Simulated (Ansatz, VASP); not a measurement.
**One calculation of Gd, two programs**

```
CELL_PARAMETERS angstrom
3.64833 0.00000 0.00000
-1.82416 3.15954 0.00000
0.00000 0.00000 5.83273
ATOMIC_POSITIONS crystal
Gd 0.33333 0.66667 0.25000
Gd 0.66667 0.33333 0.75000
```

Alike in both runs: task single point; functional PBE; k mesh 14 × 14 × 8; occupations fermi-dirac, width 0.05 eV; collinear spin.

|  | VASP | Ansatz |
| --- | --- | --- |
| version | VASP 6.6.1 | Ansatz 0.2.0 |
| potentials or method | VASP PAW PBE potentials, release 64 (Gd), cutoff 600 eV | plane waves (420 eV) with PAW, scalar-relativistic |
| valence electrons in the cell | 36 | 36 |

|  | VASP | Ansatz | Ansatz less VASP |
| --- | --- | --- | --- |
| pressure (GPa) | 0.0 | 0.0 | 0.00 |
| net moment per atom (μB) | 7.67 | 7.67 | -0.004 |
| size of the moment on the site where the two differ most (μB) | 7.00 | 7.37 | +0.369 |

Site moments also hang on the region over which each program counts them. The functional is the same, so the differences come from potentials, cutoffs and numerics.

Neither program's run includes spin-orbit coupling.
